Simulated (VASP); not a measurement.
Wanted: the native input for a VASP 6.6.1 run.

```yaml
Task: single point
Functional: PBE
Potentials_or_basis: VASP PAW PBE potentials, release 64 (Ir, Au)
Cutoff: 520 eV
k_mesh: 4 × 4 × 4
Occupations: gaussian, width 0.1 eV
Spin: no spin polarisation
Dipole_correction: no
Further_INCAR_settings: ALGO = Normal; EDIFF = 1e-06; NBANDS = 40
```

The structure of IrAu2 lies in POSCAR:

```
IrAu2
1.0
    0.0000000000      3.7681136060      3.7681136060
    3.7681136060      0.0000000000      3.7681136060
    3.7681136060      3.7681136060      0.0000000000
Ir Au
2 4
Direct
    0.0000000000      0.0000000000      0.0000000000
    0.2500000000      0.2500000000      0.2500000000
    0.6250000000      0.6250000000      0.6250000000
    0.1250000000      0.6250000000      0.6250000000
    0.6250000000      0.6250000000      0.1250000000
    0.6250000000      0.1250000000      0.6250000000
```

The input as run:

INCAR

```
SYSTEM = IrAu2
PREC = Accurate
ENCUT = 520
EDIFF = 1E-6
ISMEAR = 0
SIGMA = 0.1
LREAL = .False.
LASPH = .True.
NELM = 100
ALGO = Normal
ISIF = 2
LWAVE = .False.
LCHARG = .False.
GGA = PE
NBANDS = 40
```

KPOINTS

```
Automatic mesh
0
Gamma
  4 4 4
  0 0 0
```

Potentials or basis: VASP PAW PBE potentials, release 64 (Ir, Au).

Command:

```sh
$ cat potpaw_PBE.64/Ir/POTCAR potpaw_PBE.64/Au/POTCAR > POTCAR
$ mpirun -np 1 vasp_std > vasp.out
```

Results of the run:

The pressure is -0.4 GPa and the band gap on the k mesh is zero (band 31 reaches 7.93 eV, above the bottom of band 32 at 7.76 eV).

Caveat: the k points lie up to 0.36 Å⁻¹ apart; spin-orbit coupling is left out, which moves the levels of the heavy elements.

Wall time 73 s on 1 thread of Intel Xeon 8259CL, with other jobs on the host, peak memory 0.25 GiB.
